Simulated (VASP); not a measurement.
Crystal: BN.

```
CELL_PARAMETERS angstrom
2.67075 0.00000 0.00000
-1.33537 2.15498 0.00000
0.00000 0.00000 6.97137
ATOMIC_POSITIONS crystal
B 0.33333 0.66667 0.25000
B 0.66667 0.33333 0.75000
N 0.33333 0.66667 0.75000
N 0.66667 0.33333 0.25000
```

This cell differs from its parent crystal: normal strain along x +0.0733, normal strain along z +0.0733.

| Quantity | Value |
| --- | --- |
| Program | VASP 6.6.1 |
| Task | relaxation of the atoms |
| Functional | LDA |
| Potentials or basis | VASP PAW LDA potentials, release 64 (B, N) |
| Cutoff | 520 eV |
| k mesh | 12 × 12 × 4 |
| Occupations | gaussian, width 0.05 eV |
| Spin | no spin polarisation |

At the start: pressure -20.6 GPa; volume 10.03 Å³/atom.

Question: How do energy, volume and symmetry change on relaxing?

Answer: Over 3 steps the energy falls by 2.1 meV/atom; space group Cmcm (No. 63, to 0.1 Å) before and after.

The path:
```
step  energy change (eV)  largest force (eV/Å)  pressure (GPa)
   1              0.0000                0.5621          -20.55
   2              0.0409                1.2614          -21.74
   3             -0.0085                0.0044          -21.07
```

Final structure:
```xyz
4
Lattice="2.6707 0.0000 0.0000 -1.3354 2.1550 0.0000 0.0000 0.0000 6.9714" Properties=species:S:1:pos:R:3 pbc="T T T"
B     0.0000    1.4290    1.7428
B     1.3354    0.7260    5.2285
N     0.0000    1.4289    5.2285
N     1.3354    0.7261    1.7428
```

Caveat: the cell differs from its parent crystal (normal strain along x +0.0733, normal strain along z +0.0733).
